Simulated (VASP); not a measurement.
# SrCl2 (Fmmm) in VASP: notebook

SrCl2 is run at these levels: r2SCAN; tasks: single point.

Program: VASP 6.6.1. These are calculated values, not measurements. Logs are shortened: lines on timing, memory, paths and dates and some standing lists are left out, and cuts for length are marked.

### Step 1. The cell of the first run

Symmetry: Fmmm, No. 69, orthorhombic system. Conventional cell: a = 6.762 Å, b = 6.971 Å, c = 7.180 Å, α = 90.00°, β = 90.00°, γ = 90.00°. Within 4.0 Å of Sr (site symmetry mmm) lie 8 Cl at 3.02 Å. Cl (site symmetry 222) has 4 Sr at 3.02 Å and 6 Cl at 3.38 to 3.59 Å within 4.0 Å.

### Step 2. Single point, r2SCAN (strain +0.0300 x Voigt [1, -1, 0, 0, 0, 0])

Contents of POSCAR:

```
SrCl2
1.0
    0.0000000000      3.3809350000      3.4855000000
    3.5900650000      0.0000000000      3.4855000000
    3.5900650000      3.3809350000      0.0000000000
Sr Cl
1 2
Direct
    0.0000000000      0.0000000000      0.0000000000
    0.2500000000      0.2500000000      0.2500000000
    0.7500000000      0.7500000000      0.7500000000
```

Contents of INCAR.step1:

```
PREC     = Accurate       # precision mode
ENCUT    = 520            # plane-wave cutoff, eV
ISMEAR   = 0              # smearing method
SIGMA    = 0.05           # smearing width, eV
LREAL    = False          # projectors in reciprocal space
LASPH    = True           # aspherical terms in the spheres
NELM     = 80             # most SCF steps
NBANDS   = 19             # bands
GGA      = PE             # functional
ALGO     = Normal         # electronic algorithm
EDIFF    = 1E-4           # SCF threshold, eV
LWAVE    = True           # write WAVECAR
LCHARG   = False          # write CHGCAR
```

Contents of INCAR.step2:

```
PREC     = Accurate       # precision mode
ENCUT    = 520            # plane-wave cutoff, eV
EDIFF    = 1E-7           # SCF threshold, eV
ISMEAR   = 0              # smearing method
SIGMA    = 0.05           # smearing width, eV
LREAL    = False          # projectors in reciprocal space
LASPH    = True           # aspherical terms in the spheres
NELM     = 80             # most SCF steps
ALGO     = Normal         # electronic algorithm
ISIF     = 2              # what is computed and relaxed
LWAVE    = False          # write WAVECAR
LCHARG   = False          # write CHGCAR
METAGGA  = R2SCAN         # meta-GGA
LMIXTAU  = True         
NBANDS   = 19             # bands
ISTART   = 1
```

Contents of KPOINTS:

```
regular mesh
0
Gamma
  6 6 6
```

Potentials or basis: VASP PAW PBE potentials, release 64 (Sr_sv, Cl).

Command:

```sh
cat potpaw_PBE.64/Sr_sv/POTCAR potpaw_PBE.64/Cl/POTCAR > POTCAR
cp INCAR.step1 INCAR
mpirun -np 1 vasp_std > vasp.out
cp INCAR.step2 INCAR
mpirun -np 1 vasp_std > vasp.out
```

OUTCAR:

```text
PREC = Accurate
   ENCUT = 520
   EDIFF = 1E-7
   ISMEAR = 0
   LREAL = False
   LASPH = True
   NELM = 80
   ISIF = 2
   METAGGA = R2SCAN
   ISTART = 1

 ion  position               nearest neighbor table
   1  0.000  0.000  0.000-   3 3.02   3 3.02   3 3.02   2 3.02   3 3.02   2 3.02   2 3.02   2 3.02

   2  0.250  0.250  0.250-   1 3.02   1 3.02   1 3.02   1 3.02
   3  0.750  0.750  0.750-   1 3.02   1 3.02   1 3.02   1 3.02

  LATTYP: Found a face centered orthorhombic cell.
 ALAT       =     6.7618700000
 B/A-ratio  =     1.0309278351
 C/A-ratio  =     1.0618556701

  Lattice vectors:

 A1 = (  -3.5900650000,   0.0000000000,  -3.4855000000)
 A2 = (  -3.5900650000,   3.3809350000,   0.0000000000)
 A3 = (   0.0000000000,   3.3809350000,  -3.4855000000)

Analysis of symmetry for initial positions (statically):
=====================================================================
 Subroutine PRICEL returns:
 Original cell was already a primitive cell.

 Routine SETGRP: Setting up the symmetry group for a
 face centered orthorhombic supercell.

 Subroutine GETGRP returns: Found  8 space group operations
 (whereof  8 operations were pure point group operations)
 out of a pool of  8 trial point group operations.

The static configuration has the point symmetry D_2h.

Analysis of symmetry for dynamics (positions and initial velocities):
=====================================================================
 Subroutine PRICEL returns:
 Original cell was already a primitive cell.

 Routine SETGRP: Setting up the symmetry group for a
 face centered orthorhombic supercell.

 Subroutine GETGRP returns: Found  8 space group operations
 (whereof  8 operations were pure point group operations)
 out of a pool of  8 trial point group operations.

The dynamic configuration has the point symmetry D_2h.

 Subroutine INISYM returns: Found  8 space group operations
 (whereof  8 operations are pure point group operations),
 and found     1 'primitive' translations

----------------------------------------------------------------------------------------

                                     Primitive cell

  volume of cell :      84.6124

  direct lattice vectors                    reciprocal lattice vectors
     0.000000000  3.380935000  3.485500000    -0.139273244  0.147888084  0.143451442
     3.590065000  0.000000000  3.485500000     0.139273244 -0.147888084  0.143451442
[... 86 lines left out ...]
   NELM   =     80;   NELMIN=  2; NELMDL=  0     # of ELM steps
   EDIFF  = 0.1E-06   stopping-criterion for ELM
   LREAL  =      F    real-space projection
   EDIFFG = 0.1E-05   stopping-criterion for IOM
   NSW    =      0    number of steps for IOM
   IBRION =     -1    ionic relax: 0-MD 1-quasi-New 2-CG
   NFREE  =      0    steps in history (QN), initial steepest desc. (CG)
   ISIF   =      2    stress and relaxation
   ISYM   =      2    0-nonsym 1-usesym 2-fastsym
   POTIM  = 0.5000    time-step for ionic-motion
   TEBEG  =    0.0;   TEEND  =   0.0 temperature during run
   PSTRESS=    0.0 pullay stress
   NELECT =      24.0000    total number of electrons
   NUPDOWN=      -1.0000    fix difference up-down
   EMIN   =  10.00;   EMAX   =-10.00  energy-range for DOS
   EFERMI =   0.00;   METHOD = LEGACY
   ISMEAR =     0;   SIGMA  =   0.05  broadening in eV -4-tet -1-fermi 0-gaus
   EFERMI_NEDOS =   21; number of points for ismear=-14 and -15
   IALGO  =     38    algorithm
   IMIX   =      4    mixing-type and parameters
     AMIX     =   0.40;   BMIX     =  1.00
     AMIX_MAG =   1.60;   BMIX_MAG =  1.00
  volume/ion in A,a.u.               =      28.20       190.33
  Fermi-wavevector in a.u.,A,eV,Ry     =   1.075641  2.032666 15.741976  1.157003
  Thomas-Fermi vector in A             =   2.211503
   LORBIT       =      0    0 simple, 1 ext, 2 COOP (PROOUT), +10 PAW based schemes
   METAGGA = R2SCAN    functional components
   LHFCALC =     F    Hartree Fock is set to
   AEXX    =    0.0000 exact exchange contribution
   IVDW    =     0    specifies the selected vdW correction
   LEPSILON=     F    determine dielectric tensor
   LRPA    =     F    only Hartree local field effects (RPA)
 non-spin polarized calculation
 Gauss-broadening in eV      SIGMA  =   0.05
  energy-cutoff  :      520.00
  volume of cell :       84.61
 maximum number of plane-waves:      2312
   NGX = 17   NGY = 19   NGZ = 19

 number of electron      24.0000001 magnetization

 Free energy of the ion-electron system (eV)
  ---------------------------------------------------
  ext. energy  EPLUGINS =         0.00000000
  ---------------------------------------------------
  free energy    TOTEN  =       -35.66876818 eV

  energy without entropy =      -35.66876818  energy(sigma->0) =      -35.66876818

 E-fermi :   0.3215     XC(G=0):  -8.7830

 val. band max:        0.0192358174   @ k =   0.5000   0.0000   0.5000
 cond. band min:       5.6830302902   @ k =   0.0000   0.0000   0.0000
 fundamental gap:      5.6637944728
 Fermi energy:         0.3215241224

 k-point     1 :       0.0000    0.0000    0.0000
  band No.  band energies     occupation
      1     -34.1444      2.00000
      2     -15.5239      2.00000
      3     -15.5152      2.00000
      4     -15.5058      2.00000
      5     -14.0915      2.00000
      6     -13.1957      2.00000
[... 505 lines left out ...]
      6     -13.4165      2.00000
[... 11 lines left out ...]
     18       9.3325      0.00000
     19      10.2682      0.00000

 [... further k-points ...]

------------------------ aborting loop because EDIFF is reached ----------------------------------------

  FORCE on cell =-STRESS in cart. coord.  units (eV):
  Direction    XX          YY          ZZ          XY          YZ          ZX
  --------------------------------------------------------------------------------------
  -------------------------------------------------------------------------------------
  Total       -0.6014734      1.1604204      0.2348970      0.0000000      0.0000000      0.0000000
  in kB      -11.3891895     21.9731200      4.4478878      0.0000000      0.0000000      0.0000000
  external PRESSURE =       5.0106061 kB  Pullay stress =       0.0000000 kB

 VOLUME and BASIS-vectors are now :
 -----------------------------------------------------------------------------
  energy-cutoff  :      520.00
  volume of cell :       84.61
      direct lattice vectors                 reciprocal lattice vectors
     0.000000000  3.380935000  3.485500000    -0.139273244  0.147888084  0.143451442
     3.590065000  0.000000000  3.485500000     0.139273244 -0.147888084  0.143451442
     3.590065000  3.380935000  0.000000000     0.139273244  0.147888084 -0.143451442

 POSITION                                       TOTAL-FORCE (eV/Angst)
 -----------------------------------------------------------------------------------
      0.00000      0.00000      0.00000         0.000000      0.000000      0.000000
      1.79503      1.69047      1.74275         0.000000      0.000000      0.000000
      5.38510      5.07140      5.22825        -0.000000     -0.000000     -0.000000
 -----------------------------------------------------------------------------------
    total drift:                                0.000000      0.000000      0.000000

  FREE ENERGIE OF THE ION-ELECTRON SYSTEM (eV)
  ---------------------------------------------------
  free  energy   TOTEN  =       -35.6687681806 eV

  energy  without entropy=      -35.6687681806  energy(sigma->0) =      -35.66876818
```

OSZICAR.step1:

```text
N       E                     dE             d eps       ncg     rms          rms(c)
DAV:   1     0.138377143701E+03    0.13838E+03   -0.11425E+04  1748   0.113E+03
DAV:   2    -0.415221467819E+01   -0.14253E+03   -0.13808E+03  2290   0.221E+02
DAV:   3    -0.127480613423E+02   -0.85958E+01   -0.85695E+01  2346   0.542E+01
DAV:   4    -0.130328146812E+02   -0.28475E+00   -0.28436E+00  2884   0.827E+00
DAV:   5    -0.130361541943E+02   -0.33395E-02   -0.33393E-02  2381   0.840E-01    0.130E+01
DAV:   6    -0.127383321890E+02    0.29782E+00   -0.59500E-01  2059   0.433E+00    0.834E+00
DAV:   7    -0.127472153125E+02   -0.88831E-02   -0.36818E-01  2382   0.364E+00    0.213E+00
DAV:   8    -0.127530230526E+02   -0.58077E-02   -0.54983E-02  1958   0.129E+00    0.407E-01
DAV:   9    -0.127540389427E+02   -0.10159E-02   -0.20752E-03  2229   0.271E-01    0.146E-01
DAV:  10    -0.127553867188E+02   -0.13478E-02   -0.94415E-04  1881   0.179E-01    0.353E-02
DAV:  11    -0.127554945906E+02   -0.10787E-03   -0.71294E-05  2091   0.482E-02    0.407E-02
DAV:  12    -0.127555173038E+02   -0.22713E-04   -0.25739E-05  1488   0.272E-02
   1 F= -.12755517E+02 E0= -.12755517E+02  d E =-.198732E-17
```

Wall time 2.8 min (1 thread of Intel Xeon 6975P-C (Granite Rapids), shared host); peak memory 0.28 GiB.

What came out:

* Free energy: -35.6688 eV
* Pressure: 0.5 GPa
* Band gap on the k mesh: 5.66 eV (least direct gap 5.76 eV)

Stress tensor (GPa, compression positive):
```
-1.14  0.00  0.00
 0.00  2.20  0.00
 0.00  0.00  0.44
```

Caveat: the cell differs from its parent crystal (strain +0.0300 x Voigt [1, -1, 0, 0, 0, 0]); the PAW data sets were made with another functional, which shifts forces and pressure a little. A k mesh can miss the band edges.

### Step 3. Single point, r2SCAN (strain -0.0200 x Voigt [1, -1, 0, 0, 0, 0])

Contents of POSCAR:

```
SrCl2
1.0
    0.0000000000      3.5552100000      3.4855000000
    3.4157900000      0.0000000000      3.4855000000
    3.4157900000      3.5552100000      0.0000000000
Sr Cl
1 2
Direct
    0.0000000000      0.0000000000      0.0000000000
    0.2500000000      0.2500000000      0.2500000000
    0.7500000000      0.7500000000      0.7500000000
```

Contents of INCAR.step1:

```
PREC     = Accurate       # precision mode
ENCUT    = 520            # plane-wave cutoff, eV
ISMEAR   = 0              # smearing method
SIGMA    = 0.05           # smearing width, eV
LREAL    = F              # projectors in reciprocal space
LASPH    = T              # aspherical terms in the spheres
NELM     = 100            # most SCF steps
NBANDS   = 19             # bands
GGA      = PE             # functional
ALGO     = Normal         # electronic algorithm
EDIFF    = 1E-4           # SCF threshold, eV
LWAVE    = T              # write WAVECAR
LCHARG   = F              # write CHGCAR
```

Contents of INCAR.step2:

```
PREC     = Accurate       # precision mode
ENCUT    = 520            # plane-wave cutoff, eV
EDIFF    = 1E-6           # SCF threshold, eV
ISMEAR   = 0              # smearing method
SIGMA    = 0.05           # smearing width, eV
LREAL    = F              # projectors in reciprocal space
LASPH    = T              # aspherical terms in the spheres
NELM     = 100            # most SCF steps
ALGO     = Normal         # electronic algorithm
ISIF     = 2              # what is computed and relaxed
LWAVE    = F              # write WAVECAR
LCHARG   = F              # write CHGCAR
METAGGA  = R2SCAN         # meta-GGA
LMIXTAU  = T            
NBANDS   = 19             # bands
ISTART   = 1
```

Contents of KPOINTS:

```
Automatic mesh
0
Gamma
  6 6 6
```

Potentials or basis: VASP PAW PBE potentials, release 64 (Sr_sv, Cl).

Command:

```sh
cat potpaw_PBE.64/Sr_sv/POTCAR potpaw_PBE.64/Cl/POTCAR > POTCAR
cp INCAR.step1 INCAR
mpirun -np 1 vasp_std > vasp.out
cp INCAR.step2 INCAR
mpirun -np 1 vasp_std > vasp.out
```

Run time: 2.4 min. Hardware: 1 thread of Intel Xeon 6975P-C (Granite Rapids), shared host; peak memory 0.28 GiB.

It converged, with:

```
Free energy            : -35.6836 eV
Pressure               : 0.5 GPa
Band gap on the k mesh : 5.79 eV (least direct gap 5.84 eV)
```

Stress tensor (GPa, compression positive):
```
 1.57  0.00  0.00
 0.00 -0.64  0.00
 0.00  0.00  0.43
```

Levels at points of the mesh, in eV from the valence-band top:
| k point | band 9 | band 10 | band 11 | band 12 | band 13 | band 14 | band 15 | band 16 |
| --- | --- | --- | --- | --- | --- | --- | --- | --- |
| (0.00, 0.00, 0.00) | -2.24 | -0.64 | -0.49 | -0.32 | 5.79 | 6.45 | 6.70 | 9.40 |
| (0.50, 0.00, 0.00) | -1.61 | -1.49 | -1.22 | -1.19 | 7.13 | 7.19 | 8.09 | 8.11 |
| (0.50, 0.50, 0.00) | -1.98 | -0.71 | -0.35 | -0.13 | 5.84 | 7.66 | 8.10 | 8.53 |
| (0.50, 0.00, 0.50) | -2.02 | -0.58 | -0.39 | -0.25 | 5.85 | 7.50 | 8.10 | 8.44 |
| (0.00, 0.50, 0.50) | -2.03 | -0.67 | -0.50 | 0.00 | 5.84 | 7.82 | 8.08 | 8.67 |

Caveat: the cell differs from its parent crystal (strain -0.0200 x Voigt [1, -1, 0, 0, 0, 0]); the PAW data sets were made with another functional, which shifts forces and pressure a little. A k mesh can miss the band edges.

### Step 4. Single point, r2SCAN (strain +0.0350 x Voigt [1, -1, 0, 0, 0, 0])

Contents of POSCAR:

```
SrCl2
1.0
    0.0000000000      3.3635075000      3.4855000000
    3.6074925000      0.0000000000      3.4855000000
    3.6074925000      3.3635075000      0.0000000000
Sr Cl
1 2
Direct
    0.0000000000      0.0000000000      0.0000000000
    0.2500000000      0.2500000000      0.2500000000
    0.7500000000      0.7500000000      0.7500000000
```

Contents of INCAR.step1:

```
SYSTEM = SrCl2
  ALGO = Normal
  EDIFF = 1E-4
  ENCUT = 520
  GGA = PE
  ISMEAR = 0
  LASPH = .True.
  LCHARG = .False.
  LREAL = .False.
  LWAVE = .True.
  NBANDS = 19
  NELM = 100
  PREC = Accurate
  SIGMA = 0.05
```

Contents of INCAR.step2:

```
SYSTEM = SrCl2
  ALGO = Normal
  EDIFF = 1E-7
  ENCUT = 520
  ISIF = 2
  ISMEAR = 0
  ISTART = 1
  LASPH = .True.
  LCHARG = .False.
  LMIXTAU = .True.
  LREAL = .False.
  LWAVE = .False.
  METAGGA = R2SCAN
  NBANDS = 19
  NELM = 100
  PREC = Accurate
  SIGMA = 0.05
```

Contents of KPOINTS:

```
k-points
0
Gamma
  6 6 6
  0 0 0
```

Command:

```sh
cat potpaw_PBE.64/Sr_sv/POTCAR potpaw_PBE.64/Cl/POTCAR > POTCAR
cp INCAR.step1 INCAR
mpirun -np 1 vasp_std > vasp.out
cp INCAR.step2 INCAR
mpirun -np 1 vasp_std > vasp.out
```

Run time: 2.6 min. Hardware: 1 thread of Intel Xeon 6975P-C (Granite Rapids), shared host; peak memory 0.28 GiB.

The run converged. Its results:

```yaml
Free_energy: -35.6591 eV
Pressure: 0.5 GPa
Band_gap_on_the_k_mesh: 5.59 eV (least direct gap 5.71 eV)
```

Stress tensor (GPa, compression positive):
```
-1.39  0.00  0.00
 0.00  2.52  0.00
 0.00  0.00  0.45
```

Levels at points of the mesh, in eV from the valence-band top:
```tsv
k point	band 8	band 9	band 10	band 11	band 12	band 13	band 14	band 15	band 16	band 17
(0.00, 0.00, 0.00)	-2.39	-2.31	-0.86	-0.60	-0.30	5.59	6.29	6.71	9.23	9.37
(0.50, 0.00, 0.00)	-1.80	-1.70	-1.60	-1.34	-1.29	6.99	7.08	7.96	7.96	9.08
(0.50, 0.50, 0.00)	-2.32	-2.04	-0.95	-0.32	-0.24	5.70	7.54	8.00	8.38	8.55
(0.50, 0.00, 0.50)	-2.25	-2.13	-0.87	-0.58	0.00	5.71	7.82	7.97	8.61	8.70
(0.00, 0.50, 0.50)	-2.26	-2.10	-0.72	-0.44	-0.38	5.72	7.26	7.99	8.22	8.30
```

Caveat: the cell differs from its parent crystal (strain +0.0350 x Voigt [1, -1, 0, 0, 0, 0]); the PAW data sets were made with another functional, which shifts forces and pressure a little. A k mesh can miss the band edges.

### Step 5. The runs side by side

```tsv
cell	gap on the mesh (eV)	pressure (GPa)
a = 4.856, b = 5.004, c = 4.931 Å, angles 58.5, 61.5, 60.0°, 3 atoms	5.66	0.5
a = 4.979, b = 4.880, c = 4.930 Å, angles 61.0, 59.0, 60.0°, 3 atoms	5.79	0.5
a = 4.844, b = 5.016, c = 4.932 Å, angles 58.3, 61.7, 60.0°, 3 atoms	5.59	0.5
```

Alike in all rows: task single point; level r2SCAN; potentials or basis VASP PAW PBE potentials, release 64 (Sr_sv, Cl); no spin polarisation; k mesh 6 × 6 × 6; cutoff (eV) 520; smearing gaussian 0.05 eV.

Caveats: the PAW data sets were made with another functional, which shifts forces and pressure a little.

Absolute energies hang on the potentials; compare differences alone.
